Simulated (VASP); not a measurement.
## BeZn2Se3: single point with LDA

BeZn2Se3:

```
CELL_PARAMETERS angstrom
6.77294 0.00000 0.00000
-3.38647 5.86554 0.00000
0.00000 0.00000 6.44660
ATOMIC_POSITIONS crystal
Be 0.66667 0.33333 0.49961
Be 0.33333 0.66667 0.49961
Zn 0.34155 0.34155 0.00333
Zn 0.00000 0.65845 0.00333
Zn 0.65845 0.00000 0.00333
Zn 0.00000 0.00000 0.49944
Se 0.35784 0.35784 0.38679
Se 0.00000 0.64216 0.38679
Se 0.64216 0.00000 0.38679
Se 0.66667 0.33333 0.84885
Se 0.33333 0.66667 0.84885
Se 0.00000 0.00000 0.88329
```

| Property | Result |
| --- | --- |
| Program | VASP 6.6.1 |
| Task | single point |
| Functional | LDA |
| Potentials or basis | VASP PAW LDA potentials, release 64 (Be, Zn, Se) |
| Cutoff | 520 eV |
| k mesh | 6 × 6 × 4 |
| Occupations | gaussian, width 0.02 eV |
| Spin | no spin polarisation |
| Dipole correction | no |
| Further INCAR settings | ALGO = Normal; EDIFF = 1e-06; NBANDS = 56 |

```json
{
 "Pressure": "-4.7 GPa",
 "Largest force": "0.203 eV/Å",
 "Band gap on the k mesh": "1.67 eV"
}
```

Forces in eV/Å, atoms in the order of the input:
```
Be   0.000  0.000 -0.002
Be   0.000  0.000 -0.002
Zn  -0.005 -0.009 -0.052
Zn  -0.005  0.009 -0.052
Zn   0.010  0.000 -0.052
Zn   0.000  0.000  0.045
Se  -0.067 -0.116 -0.098
Se  -0.067  0.116 -0.098
Se   0.134  0.000 -0.098
Se   0.000  0.000  0.203
Se   0.000  0.000  0.203
Se   0.000  0.000  0.001
```

Stress tensor (GPa, compression positive):
```
-4.66  0.00  0.00
 0.00 -4.66  0.00
 0.00  0.00 -4.79
```

Levels at points of the mesh, in eV from the valence-band top:
| k point | band 41 | band 42 | band 43 | band 44 | band 45 | band 46 | band 47 | band 48 |
| --- | --- | --- | --- | --- | --- | --- | --- | --- |
| (0.00, 0.00, 0.00) | -1.11 | -0.27 | 0.00 | 0.00 | 1.67 | 2.46 | 3.49 | 3.49 |
| (0.50, 0.00, 0.00) | -1.01 | -0.94 | -0.92 | -0.83 | 2.68 | 3.46 | 3.88 | 4.05 |
| (0.00, 0.00, 0.50) | -0.88 | -0.88 | -0.31 | -0.31 | 2.72 | 3.20 | 3.41 | 3.41 |
| (0.50, 0.00, 0.50) | -1.56 | -1.47 | -1.40 | -1.39 | 2.55 | 2.94 | 3.66 | 3.76 |

It took 4 min on 1 thread of Intel(R) Xeon(R) 6975P-C (Granite Rapids), on a shared host, peak memory 0.43 GiB.

Caveat: the cell stands under tension.
